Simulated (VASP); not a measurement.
# Ti3C2 (P6_3/mmc) in VASP: further runs

The runs below take Ti3C2 through single point, with PBEsol, PBEsol+U.

Everything below comes from runs of VASP 6.6.1. Logs are shortened: lines on timing, memory, paths and dates and some standing lists are left out, and cuts for length are marked.

## 1. The cell of the first run

Symmetry: P6_3/mmc, No. 194, hexagonal system. Conventional cell: a = 3.067 Å, b = 3.067 Å, c = 15.117 Å, α = 90.00°, β = 90.00°, γ = 120.00°. Ti (site symmetry -3m) has 6 C at 2.20 Å within 2.9 Å. Ti (site symmetry 3m) has 3 C at 2.06 Å within 2.7 Å. C (site symmetry 3m) has 6 Ti at 2.06 to 2.20 Å within 2.7 Å.

## 2. Single point, PBEsol

Input file INCAR:

```
SYSTEM = Ti3C2
PREC = Accurate
ENCUT = 520
EDIFF = 1E-7
ISMEAR = -1
SIGMA = 0.05
LREAL = .False.
LASPH = .True.
NELM = 80
ALGO = Normal
ISIF = 2
LWAVE = .False.
LCHARG = .False.
GGA = PS
NBANDS = 55
```

Input file KPOINTS:

```
regular mesh
0
Gamma
  10 10 2
  0 0 0
```

Input file POSCAR:

```
Ti3C2
1.0
    3.0666049652      0.0000000000      0.0000000000
   -1.5333024826      2.6557578032      0.0000000000
    0.0000000000      0.0000000000     15.1171500700
Ti C
6 4
Direct
    0.0000000000      0.0000000000      0.5000000000
    0.0000000000      0.0000000000      0.0000000000
    0.3333333333      0.6666666667      0.6561222900
    0.6666666667      0.3333333333      0.1561222900
    0.6666666667      0.3333333333      0.3438777100
    0.3333333333      0.6666666667      0.8438777100
    0.3333333333      0.6666666667      0.0858962400
    0.6666666667      0.3333333333      0.5858962400
    0.3333333333      0.6666666667      0.4141037600
    0.6666666667      0.3333333333      0.9141037600
```

Potentials or basis: VASP PAW PBE potentials, release 64 (Ti_sv, C).

The run is started by

```bash
$ cat potpaw_PBE.64/Ti_sv/POTCAR potpaw_PBE.64/C/POTCAR > POTCAR
$ mpirun -np 1 vasp_std > vasp.out
```

OUTCAR:

```text
SYSTEM = Ti3C2
   PREC = Accurate
   ENCUT = 520
   EDIFF = 1E-7
   ISMEAR = -1
   LREAL = .False.
   LASPH = .True.
   NELM = 80
   ISIF = 2
   GGA = PS

 ion  position               nearest neighbor table
   1  0.000  0.000  0.500-   8 2.20   9 2.20   9 2.20   8 2.20   8 2.20   9 2.20
   2  0.000  0.000  0.000-   7 2.20  10 2.20   7 2.20  10 2.20  10 2.20   7 2.20
   3  0.333  0.667  0.656-   8 2.06   8 2.06   8 2.06   6 2.84
   4  0.667  0.333  0.156-   7 2.06   7 2.06   7 2.06   5 2.84
   5  0.667  0.333  0.344-   9 2.06   9 2.06   9 2.06   4 2.84
   6  0.333  0.667  0.844-  10 2.06  10 2.06  10 2.06   3 2.84
   7  0.333  0.667  0.086-   4 2.06   4 2.06   4 2.06   2 2.20   2 2.20   2 2.20
   8  0.667  0.333  0.586-   3 2.06   3 2.06   3 2.06   1 2.20   1 2.20   1 2.20
   9  0.333  0.667  0.414-   5 2.06   5 2.06   5 2.06   1 2.20   1 2.20   1 2.20
  10  0.667  0.333  0.914-   6 2.06   6 2.06   6 2.06   2 2.20   2 2.20   2 2.20

  LATTYP: Found a hexagonal cell.
 ALAT       =     3.0666049652
 C/A-ratio  =     4.9296046415

  Lattice vectors:

 A1 = (   3.0666049652,   0.0000000000,   0.0000000000)
 A2 = (  -1.5333024826,   2.6557578032,   0.0000000000)
 A3 = (   0.0000000000,   0.0000000000,  15.1171500700)

Analysis of symmetry for initial positions (statically):
=====================================================================
 Subroutine PRICEL returns:
 Original cell was already a primitive cell.

 Routine SETGRP: Setting up the symmetry group for a
 hexagonal supercell.

 Subroutine GETGRP returns: Found 24 space group operations
 (whereof 12 operations were pure point group operations)
 out of a pool of 24 trial point group operations.

The static configuration has the point symmetry D_3d.
 The point group associated with its full space group is D_6h.

Analysis of symmetry for dynamics (positions and initial velocities):
=====================================================================
 Subroutine PRICEL returns:
 Original cell was already a primitive cell.

 Routine SETGRP: Setting up the symmetry group for a
 hexagonal supercell.

 Subroutine GETGRP returns: Found 24 space group operations
 (whereof 12 operations were pure point group operations)
 out of a pool of 24 trial point group operations.

The dynamic configuration has the point symmetry D_3d.
 The point group associated with its full space group is D_6h.

 Subroutine INISYM returns: Found 24 space group operations
 (whereof 12 operations are pure point group operations),
 and found     1 'primitive' translations

----------------------------------------------------------------------------------------

                                     Primitive cell

  volume of cell :     123.1165

  direct lattice vectors                    reciprocal lattice vectors
     3.066604965  0.000000000  0.000000000     0.326093518  0.188270180  0.000000000
    -1.533302483  2.655757803  0.000000000     0.000000000  0.376540360  0.000000000
     0.000000000  0.000000000 15.117150070     0.000000000  0.000000000  0.066150035

  length of vectors
     3.066604965  3.066604965 15.117150070     0.376540360  0.376540360  0.066150035

  position of ions in fractional coordinates (direct lattice)
     0.000000000  0.000000000  0.500000000
     0.000000000  0.000000000  0.000000000
     0.333333333  0.666666667  0.656122290
     0.666666667  0.333333333  0.156122290
     0.666666667  0.333333333  0.343877710
     0.333333333  0.666666667  0.843877710
     0.333333333  0.666666667  0.085896240
     0.666666667  0.333333333  0.585896240
     0.333333333  0.666666667  0.414103760
     0.666666667  0.333333333  0.914103760

  ion indices of the primitive-cell ions
   primitive index   ion index
                 1           1
                 2           2
                 3           3
                 4           4
                 5           5
                 6           6
                 7           7
                 8           8
                 9           9
                10          10

----------------------------------------------------------------------------------------

 KPOINTS: regular mesh

Automatic generation of k-mesh.
 Grid dimensions read from file:
 generate k-points for:   10   10    2

 Generating k-lattice:

  Cartesian coordinates                     Fractional coordinates (reciprocal lattice)
     0.032609352  0.018827018  0.000000000     0.100000000  0.000000000  0.000000000
     0.000000000  0.037654036  0.000000000     0.000000000  0.100000000  0.000000000
     0.000000000  0.000000000  0.033075017     0.000000000  0.000000000  0.500000000

  Length of vectors
     0.037654036  0.037654036  0.033075017

  Shift w.r.t. Gamma in fractional coordinates (k-lattice)
     0.000000000  0.000000000  0.000000000

 Subroutine IBZKPT returns following result:
 ===========================================

 Found     28 irreducible k-points:

 Following reciprocal coordinates:
            Coordinates               Weight
  0.000000  0.000000  0.000000      1.000000
  0.100000  0.000000  0.000000      6.000000
  0.200000  0.000000  0.000000      6.000000
  0.300000  0.000000  0.000000      6.000000
  0.400000  0.000000  0.000000      6.000000
  0.500000  0.000000  0.000000      3.000000
[... 16 lines left out ...]
  0.300000  0.100000  0.500000     12.000000
  0.400000  0.100000  0.500000     12.000000
 [... further k-points ...]
   k-points           NKPTS =     28   k-points in BZ     NKDIM =     28   number of bands    NBANDS=     55
   number of dos      NEDOS =    301   number of ions     NIONS =     10
   total plane-waves  NPLWV =  64512
   dimension x,y,z NGX =    24 NGY =   24 NGZ =  112
   dimension x,y,z NGXF=    48 NGYF=   48 NGZF=  224
   ions per type =               6   4
   NGX,Y,Z   is equivalent  to a cutoff of  13.01, 13.01, 12.32 a.u.
   NGXF,Y,Z  is equivalent  to a cutoff of  26.02, 26.02, 24.63 a.u.
 SYSTEM =  Ti3C2
   PREC   = accura    normal or accurate (medium, high low for compatibility)
   ISTART =      0    job   : 0-new  1-cont  2-samecut
   ICHARG =      2    charge: 1-file 2-atom 10-const
   ISPIN  =      1    spin polarized calculation?
   LNONCOLLINEAR =      F non collinear calculations
   LSORBIT =      F    spin-orbit coupling
   LASPH  =      T    aspherical Exc in radial PAW
   ENCUT  =  520.0 eV  38.22 Ry    6.18 a.u.   5.70  5.70 28.11*2*pi/ulx,y,z
   NELM   =     80;   NELMIN=  2; NELMDL= -5     # of ELM steps
   EDIFF  = 0.1E-06   stopping-criterion for ELM
   LREAL  =      F    real-space projection
   EDIFFG = 0.1E-05   stopping-criterion for IOM
   NSW    =      0    number of steps for IOM
   IBRION =     -1    ionic relax: 0-MD 1-quasi-New 2-CG
   NFREE  =      0    steps in history (QN), initial steepest desc. (CG)
   ISIF   =      2    stress and relaxation
   ISYM   =      2    0-nonsym 1-usesym 2-fastsym
   POTIM  = 0.5000    time-step for ionic-motion
   TEBEG  =    0.0;   TEEND  =   0.0 temperature during run
   PSTRESS=    0.0 pullay stress
   NELECT =      88.0000    total number of electrons
   NUPDOWN=      -1.0000    fix difference up-down
   EMIN   =  10.00;   EMAX   =-10.00  energy-range for DOS
   EFERMI =   0.00;   METHOD = LEGACY
   ISMEAR =    -1;   SIGMA  =   0.05  broadening in eV -4-tet -1-fermi 0-gaus
   EFERMI_NEDOS =   21; number of points for ismear=-14 and -15
   IALGO  =     38    algorithm
   IMIX   =      4    mixing-type and parameters
     AMIX     =   0.40;   BMIX     =  1.00
     AMIX_MAG =   1.60;   BMIX_MAG =  1.00
  volume/ion in A,a.u.               =      12.31        83.08
  Fermi-wavevector in a.u.,A,eV,Ry     =   1.463739  2.766066 29.150916  2.142532
  Thomas-Fermi vector in A             =   2.579798
   LORBIT       =      0    0 simple, 1 ext, 2 COOP (PROOUT), +10 PAW based schemes
   GGA     = PS    functional components
   LHFCALC =     F    Hartree Fock is set to
   AEXX    =    0.0000 exact exchange contribution
   IVDW    =     0    specifies the selected vdW correction
   LEPSILON=     F    determine dielectric tensor
   LRPA    =     F    only Hartree local field effects (RPA)
 non-spin polarized calculation
  energy-cutoff  :      520.00
  volume of cell :      123.12
 maximum number of plane-waves:      3348
 NGX is ok and might be reduce to    24
   NGX = 11   NGY = 11   NGZ = 57

 number of electron      87.9999998 magnetization

 Free energy of the ion-electron system (eV)
  ---------------------------------------------------
  ext. energy  EPLUGINS =         0.00000000
  ---------------------------------------------------
  free energy    TOTEN  =       -96.20048015 eV

  energy without entropy =      -96.17764988  energy(sigma->0) =      -96.18906501

 E-fermi :   8.5284     XC(G=0): -12.0639

 val. band max:        8.5039537586   @ k =   0.3000   0.2000   0.0000
 cond. band min:       8.5617237682   @ k =   0.2000   0.2000   0.0000
 fundamental gap:      0.0577700096
 Fermi energy:         8.5283515895

 k-point     1 :       0.0000    0.0000    0.0000
  band No.  band energies     occupation
      1     -48.1948      2.00000
      2     -48.1856      2.00000
      3     -48.1686      2.00000
      4     -48.1577      2.00000
      5     -48.0041      2.00000
      6     -48.0024      2.00000
[... 47 lines left out ...]
     54      10.1564      0.00000
     55      10.2672      0.00000

 k-point     2 :       0.1000    0.0000    0.0000
  band No.  band energies     occupation
      1     -48.1895      2.00000
      2     -48.1810      2.00000
      3     -48.1632      2.00000
      4     -48.1532      2.00000
      5     -48.0002      2.00000
      6     -47.9987      2.00000
[... 47 lines left out ...]
     54      10.0726      0.00000
     55      10.3667      0.00000
[... 1216 lines left out ...]
     54      10.9326      0.00000
     55      11.1643      0.00000

 k-point    24 :       0.4000    0.1000    0.5000
  band No.  band energies     occupation
      1     -48.1379      2.00000
      2     -48.1379      2.00000
      3     -48.1110      2.00000
      4     -48.1110      2.00000
      5     -47.9637      2.00000
      6     -47.9637      2.00000
[... 47 lines left out ...]
     54      11.2110      0.00000
     55      11.3959      0.00000

 [... further k-points ...]

------------------------ aborting loop because EDIFF is reached ----------------------------------------

  FORCE on cell =-STRESS in cart. coord.  units (eV):
  Direction    XX          YY          ZZ          XY          YZ          ZX
  --------------------------------------------------------------------------------------
  -------------------------------------------------------------------------------------
  Total       -3.6023554     -3.6023554     -3.4605950      0.0000000      0.0000000     -0.0000000
  in kB      -46.8792775    -46.8792775    -45.0344781      0.0000000      0.0000000     -0.0000000
  external PRESSURE =     -46.2643443 kB  Pullay stress =       0.0000000 kB

 VOLUME and BASIS-vectors are now :
 -----------------------------------------------------------------------------
  energy-cutoff  :      520.00
  volume of cell :      123.12
      direct lattice vectors                 reciprocal lattice vectors
     3.066604965  0.000000000  0.000000000     0.326093518  0.188270180  0.000000000
    -1.533302483  2.655757803  0.000000000     0.000000000  0.376540360  0.000000000
     0.000000000  0.000000000 15.117150070     0.000000000  0.000000000  0.066150035

 POSITION                                       TOTAL-FORCE (eV/Angst)
 -----------------------------------------------------------------------------------
      0.00000      0.00000      7.55858        -0.000000      0.000000      0.000000
      0.00000      0.00000      0.00000        -0.000000      0.000000      0.000000
     -0.00000      1.77051      9.91870         0.000000     -0.000000     -0.303623
      1.53330      0.88525      2.36012        -0.000000      0.000000     -0.303623
      1.53330      0.88525      5.19845        -0.000000     -0.000000      0.303623
     -0.00000      1.77051     12.75703         0.000000     -0.000000      0.303623
     -0.00000      1.77051      1.29851         0.000000     -0.000000     -0.007923
      1.53330      0.88525      8.85708        -0.000000      0.000000     -0.007923
     -0.00000      1.77051      6.26007         0.000000     -0.000000      0.007923
      1.53330      0.88525     13.81864        -0.000000      0.000000      0.007923
 -----------------------------------------------------------------------------------
    total drift:                               -0.000001      0.000000     -0.000000

  FREE ENERGIE OF THE ION-ELECTRON SYSTEM (eV)
  ---------------------------------------------------
  free  energy   TOTEN  =       -96.2004801452 eV

  energy  without entropy=      -96.1776498808  energy(sigma->0) =      -96.18906501
```

It took 2.7 min on 1 thread of Intel Xeon Platinum 8559C (Emerald Rapids), shared host; peak memory 0.3 GiB.

What came out:

- Free energy: -96.2005 eV
- Pressure: -4.6 GPa
- Largest force: 0.304 eV/Å
- Band gap on the k mesh: zero (band 44 reaches 8.88 eV, above the bottom of band 45 at 8.33 eV)

Forces in eV/Å, atoms in the order of the input:
```
Ti   0.000  0.000  0.000
Ti   0.000  0.000  0.000
Ti   0.000  0.000 -0.304
Ti   0.000  0.000 -0.304
Ti   0.000  0.000  0.304
Ti   0.000  0.000  0.304
C    0.000  0.000 -0.008
C    0.000  0.000 -0.008
C    0.000  0.000  0.008
C    0.000  0.000  0.008
```

Levels at points of the mesh, in eV from the Fermi level:
| k point | band 41 | band 42 | band 43 | band 44 | band 45 | band 46 | band 47 | band 48 |
| --- | --- | --- | --- | --- | --- | --- | --- | --- |
| (0.00, 0.00, 0.00) | -1.76 | -1.69 | 0.21 | 0.36 | 0.36 | 0.48 | 0.49 | 0.49 |
| (0.50, 0.00, 0.00) | -1.84 | -1.69 | -1.12 | -1.11 | 0.30 | 0.57 | 1.84 | 2.04 |
| (0.00, 0.00, 0.50) | -1.81 | -1.81 | 0.34 | 0.34 | 0.42 | 0.42 | 0.42 | 0.42 |
| (0.50, 0.00, 0.50) | -1.81 | -1.81 | -1.11 | -1.11 | 0.43 | 0.43 | 1.98 | 1.98 |

Caveat: the PAW data sets were made with another functional, which shifts forces and pressure a little.

## 3. Single point, PBEsol+U

Input file INCAR:

```
SYSTEM = Ti3C2
ALGO = Normal ; EDIFF = 1E-6
ENCUT = 520 ; GGA = PS
ISIF = 2 ; ISMEAR = -1
LASPH = .True. ; LCHARG = .True.
LDAU = .True. ; LDAUJ = 0 0
LDAUL = 2 -1 ; LDAUPRINT = 1
LDAUTYPE = 2 ; LDAUU = 3 0
LELF = .True. ; LMAXMIX = 4
LREAL = .False. ; LVHAR = .True.
LWAVE = .False. ; NBANDS = 55
NELM = 150 ; PREC = Accurate
SIGMA = 0.05
```

Input file KPOINTS:

```
k-points
0
Gamma
  10 10 2
  0 0 0
```

POSCAR is that of step 2.

Potentials or basis: VASP PAW PBE potentials, release 64 (Ti_sv, C).

The run is started by

```bash
$ cat potpaw_PBE.64/Ti_sv/POTCAR potpaw_PBE.64/C/POTCAR > POTCAR
$ mpirun -np 1 vasp_std > vasp.out
```

Wall time 4.7 min (1 thread of Intel Xeon 6975P-C, shared host); peak memory 0.31 GiB.

The run converged. Its results:

```yaml
Free_energy: -82.3026 eV
Pressure: 2.6 GPa
Largest_force: 0.160 eV/Å
Band_gap_on_the_k_mesh: zero (band 44 reaches 9.48 eV, above the bottom of band 45 at 8.74 eV)
```

Forces on the atoms (eV/Å):
```
Ti   0.000  0.000  0.000
Ti   0.000  0.000  0.000
Ti   0.000  0.000  0.144
Ti   0.000  0.000  0.144
Ti   0.000  0.000 -0.144
Ti   0.000  0.000 -0.144
C    0.000  0.000 -0.160
C    0.000  0.000 -0.160
C    0.000  0.000  0.160
C    0.000  0.000  0.160
```

Stress tensor (GPa, compression positive):
```
2.24 0.00 0.00
0.00 2.24 0.00
0.00 0.00 3.37
```

Levels at points of the mesh, in eV from the Fermi level:
```tsv
k point	band 40	band 41	band 42	band 43	band 44	band 45	band 46	band 47	band 48	band 49
(0.00, 0.00, 0.00)	-1.89	-1.89	-1.76	0.36	0.51	0.51	0.62	0.63	0.63	1.33
(0.50, 0.00, 0.00)	-2.02	-1.85	-1.64	-1.38	-1.37	0.28	0.49	1.71	1.98	2.01
(0.00, 0.00, 0.50)	-1.93	-1.93	-1.93	0.48	0.48	0.56	0.56	0.56	0.56	1.40
(0.50, 0.00, 0.50)	-2.07	-1.75	-1.75	-1.37	-1.37	0.38	0.38	1.82	1.82	2.11
```

Eigenvalues of the final occupation matrices:
```
    site  spin  trace               eigenvalues
site 1 d     1   0.94  0.13 0.17 0.17 0.24 0.24
site 1 d     2   0.94  0.13 0.17 0.17 0.24 0.24
site 2 d     1   0.94  0.13 0.17 0.17 0.24 0.24
site 2 d     2   0.94  0.13 0.17 0.17 0.24 0.24
site 3 d     1   0.95  0.14 0.14 0.15 0.26 0.26
site 3 d     2   0.95  0.14 0.14 0.15 0.26 0.26
site 4 d     1   0.95  0.14 0.14 0.15 0.26 0.26
site 4 d     2   0.95  0.14 0.14 0.15 0.26 0.26
site 5 d     1   0.95  0.14 0.14 0.15 0.26 0.26
site 5 d     2   0.95  0.14 0.14 0.15 0.26 0.26
site 6 d     1   0.95  0.14 0.14 0.15 0.26 0.26
site 6 d     2   0.95  0.14 0.14 0.15 0.26 0.26
```

Caveat: the PAW data sets were made with another functional, which shifts forces and pressure a little; U without spin polarisation on a metal has little footing; the U is typed as a test and isn't derived for this compound.
